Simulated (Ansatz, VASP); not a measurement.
# BeS5 in VASP and in Ansatz

Contents of INCAR:

```
ALGO = Normal ; EDIFF = 1E-7
EDIFFG = -0.01 ; ENCUT = 600
GGA = PE ; IBRION = 2
ISIF = 3 ; ISMEAR = 0
LASPH = T ; LCHARG = F
LREAL = F ; LWAVE = F
NELM = 60 ; NSW = 100
PREC = Accurate ; SIGMA = 0.1
```

The input KPOINTS:

```
k-points
0
Gamma
  6 6 12
```

The input POSCAR:

```
BeS5
1.0
    6.4700465777      0.0000000000      0.0000000000
    0.0000000000      6.4700465777      0.0000000000
    0.0000000000      0.0000000000      3.2262859204
Be S
1 5
Direct
    0.0000000000      0.0000000000      0.5000000000
    0.8487513081      0.5000000000      0.0000000000
    0.1512486919      0.5000000000      0.0000000000
    0.5000000000      0.1512486919      0.0000000000
    0.5000000000      0.8487513081      0.0000000000
    0.5000000000      0.5000000000      0.5000000000
```

Input for Ansatz:

```yaml
crystal:
  lattice:
    - [6.4700465777, 0.0, 0.0]
    - [0.0, 6.4700465777, 0.0]
    - [0.0, 0.0, 3.2262859204]
  atoms:
    - { symbol: Be, position: [0.0, 0.0, 0.5] }
    - { symbol: S, position: [0.8487513081, 0.5, 0.0] }
    - { symbol: S, position: [0.1512486919, 0.5, 0.0] }
    - { symbol: S, position: [0.5, 0.1512486919, 0.0] }
    - { symbol: S, position: [0.5, 0.8487513081, 0.0] }
    - { symbol: S, position: [0.5, 0.5, 0.5] }
basis:
  ecutwfc: 420
kpoints:
  mp_grid: { grid: [6, 6, 12] }
hamiltonian:
  xc: pbe
scf:
  occupations: { method: gaussian, width: 0.1 }
output:
  forces: true
  stress: true
  eigenvalues: true
  write_density: true
  write_potential: true
  elf: true
  volumetric_format: npy
relax:
  adjacent_minimum: "off"
  f_tol: 0.01
  max_steps: 80
  cell: { stress_tol: 0.05 }
```

Alike in both runs: task relaxation of cell and atoms; functional PBE; k mesh 6 × 6 × 12; occupations gaussian, width 0.1 eV; no spin polarisation.

|  | VASP | Ansatz |
| --- | --- | --- |
| version | VASP 6.6.1 | Ansatz 0.2.0 |
| potentials or method | VASP PAW PBE potentials, release 64 (Be, S), cutoff 600 eV | scalar-relativistic, plane waves, PAW |
| valence electrons in the cell | 32 | 32 |

|  | VASP | Ansatz | Ansatz less VASP |
| --- | --- | --- | --- |
| gap on the k mesh at the Fermi level, each at its own relaxed structure (eV) | none | none | - |
| relaxed volume (Å³/atom) | 22.76 | 22.75 | -0.010 |
| relaxed cell length with the largest relative difference (Å) | 3.282 | 3.280 | -0.0020 |

A gap of «none» marks a metal or a gap that the smearing closes.
